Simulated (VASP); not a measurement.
Wanted: the native input for a VASP 6.6.1 run.

- Task: relaxation of cell and atoms
- Functional: PBE
- Potentials or basis: VASP PAW PBE potentials, release 64 (Mo_sv)
- Cutoff: 600 eV
- k mesh: 18 × 18 × 18
- Occupations: gaussian, width 0.1 eV
- Spin: no spin polarisation
- Dipole correction: no
- Further INCAR settings: ALGO = Normal; EDIFF = 1e-07; IBRION = 2; EDIFFG = -0.005; NSW = 100; ISIF = 3

The structure of Mo lies in POSCAR:

```
Mo
1.0
   -1.5710000000      1.5710000000      1.5710000000
    1.5710000000     -1.5710000000      1.5710000000
    1.5710000000      1.5710000000     -1.5710000000
Mo
1
Direct
    0.0000000000      0.0000000000      0.0000000000
```

The input as run:

INCAR

```
  PREC = Accurate
  ENCUT = 600
  EDIFF = 1E-7
  ISMEAR = 0
  SIGMA = 0.1
  LREAL = False
  LASPH = True
  NELM = 60
  ALGO = Normal
  ISIF = 3
  LWAVE = False
  LCHARG = False
  GGA = PE
  IBRION = 2
  NSW = 100
  EDIFFG = -0.005
```

KPOINTS

```
Automatic mesh
0
Gamma
  18 18 18
```

Potentials or basis: VASP PAW PBE potentials, release 64 (Mo_sv).

The run is started by

```bash
$ cat potpaw_PBE.64/Mo_sv/POTCAR > POTCAR
$ mpirun -np 1 vasp_std > vasp.out
```

Results of the run:

| Quantity | Value |
| --- | --- |
| Relaxed volume | 15.81 Å³/atom |
| Relaxed cell | a = 2.738 Å, b = 2.738 Å, c = 2.738 Å, α = 109.47°, β = 109.47°, γ = 109.47° |
| Space group after relaxing (to 0.05 Å) | Im-3m (No. 229) |
| Energy gained by relaxing | 4.7 meV/atom |
| Ionic steps | 4 |
| Pressure after relaxing | 0.0 GPa |
| Band gap on the k mesh | zero (band 7 reaches 16.33 eV, above the bottom of band 8 at 11.07 eV) |

Run time: 56 s on 1 thread of AMD EPYC 9R45 (Zen 5), on a shared host, peak memory 0.15 GiB.
